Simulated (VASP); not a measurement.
A run of VASP 6.6.1:

POSCAR

```
ScTe3
1.0
    3.5474340000      6.1443290000      0.0000000000
   -3.5474340000      6.1443290000      0.0000000000
    0.0000000000     -4.0962190000      6.2679870000
Sc Te
2 6
Direct
    0.0000000000      0.0000000000      0.0000000000
    0.5000000000      0.5000000000      0.5000000000
    0.8512500000      0.2500000000      0.7500000000
    0.6487500000      0.8512500000      0.7500000000
    0.2500000000      0.6487500000      0.7500000000
    0.1487500000      0.7500000000      0.2500000000
    0.3512500000      0.1487500000      0.2500000000
    0.7500000000      0.3512500000      0.2500000000
```

Contents of INCAR.step1:

```
PREC = Accurate
ENCUT = 520
ISMEAR = -1
SIGMA = 0.1
LREAL = F
LASPH = T
NELM = 100
NBANDS = 39
GGA = PE
ALGO = Normal
EDIFF = 1E-4
LWAVE = T
LCHARG = F
```

Contents of INCAR.step2:

```
PREC = Accurate
ENCUT = 520
EDIFF = 1E-6
ISMEAR = -1
SIGMA = 0.1
LREAL = F
LASPH = T
NELM = 100
ALGO = Normal
ISIF = 2
LWAVE = F
LCHARG = F
METAGGA = R2SCAN
LMIXTAU = T
NBANDS = 39
ISTART = 1
```

File KPOINTS:

```
Automatic mesh
0
Gamma
  3 3 3
```

Potentials or basis: VASP PAW PBE potentials, release 64 (Sc_sv, Te).

The run is started by

```sh
$ cat potpaw_PBE.64/Sc_sv/POTCAR potpaw_PBE.64/Te/POTCAR > POTCAR
$ cp INCAR.step1 INCAR
$ mpirun -np 1 vasp_std > vasp.out
$ cp INCAR.step2 INCAR
$ mpirun -np 1 vasp_std > vasp.out
```

Hardware: 1 thread of Intel Xeon 8259CL, on a shared host.

**Question.** How long does it take, and how much memory?

**Answer.** It took 11 min on 1 thread of Intel Xeon 8259CL, on a shared host, peak memory 0.44 GiB. Counts: k points 6.
